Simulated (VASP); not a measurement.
# MgO: single point with HSE06

The system is MgO.

```
Mg O
1.0
     3.28516    0.00000    0.00000
    -1.64258    2.84503    0.00000
     0.00000    0.00000    5.04624
Mg O
2 2
Cartesian
  0.0000 1.8967 -0.0471
  1.6426 0.9483 2.4760
  0.0000 1.8967 1.9394
  1.6426 0.9483 4.4625
```

```json
{
  "Program": "VASP 6.6.1",
  "Task": "single point",
  "Functional": "HSE06",
  "Potentials or basis": "VASP PAW PBE potentials, release 64 (Mg, O)",
  "Cutoff": "520 eV",
  "k mesh": "6 × 6 × 4",
  "Occupations": "fermi-dirac, width 0.02 eV",
  "Spin": "no spin polarisation"
}
```

- Pressure: -0.1 GPa
- Band gap on the k mesh: 5.14 eV

Levels at points of the mesh, in eV from the valence-band top:
```
           k point  band 5  band 6  band 7  band 8  band 9  band 10  band 11  band 12
(0.00, 0.00, 0.00)   -0.72   -0.38   -0.38    0.00    5.14    10.36    12.26    16.23
(0.50, 0.00, 0.00)   -1.82   -1.29   -0.83   -0.50    9.62     9.81    11.11    12.72
(0.00, 0.00, 0.50)   -0.55   -0.55   -0.55   -0.55    7.71     7.71    15.11    15.11
(0.50, 0.00, 0.50)   -0.92   -0.92   -0.74   -0.74    9.13     9.13    12.85    12.85
```

Run time: 37 min on 1 thread of AMD EPYC 7R43 64-Core Processor (Zen 3) (shared host), peak memory 0.25 GiB.

Caveat: the PAW data sets were made with another functional, which shifts forces and pressure a little.
